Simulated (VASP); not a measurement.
A run of VASP 6.6.1 is set up as follows.

INCAR

```
PREC = Accurate ; ENCUT = 520
EDIFF = 1E-6 ; ISMEAR = 0
SIGMA = 0.1 ; LREAL = F
LASPH = T ; NELM = 60
ALGO = Normal ; ISIF = 2
LWAVE = F ; LCHARG = F
GGA = PS ; NBANDS = 30
```

File KPOINTS:

```
Automatic mesh
0
Gamma
  12 12 12
```

POSCAR

```
Cu3Pd
1.0
    3.5013597150      0.0000000000      0.0000000000
    0.0000000000      3.5013597150      0.0000000000
    0.0000000000      0.0000000000      3.5013597150
Cu Pd
3 1
Direct
    0.0000000000      0.5000000000      0.5000000000
    0.5000000000      0.0000000000      0.5000000000
    0.5000000000      0.5000000000      0.0000000000
    0.0000000000      0.0000000000      0.0000000000
```

Potentials or basis: VASP PAW PBE potentials, release 64 (Cu, Pd).

Launch:

```bash
$ cat potpaw_PBE.64/Cu/POTCAR potpaw_PBE.64/Pd/POTCAR > POTCAR
$ mpirun -np 1 vasp_std > vasp.out
```

(1) What does it give for the pressure?

Results:

(1) 32.1 GPa.

Caveat: the PAW data sets were made with another functional, which shifts forces and pressure a little.
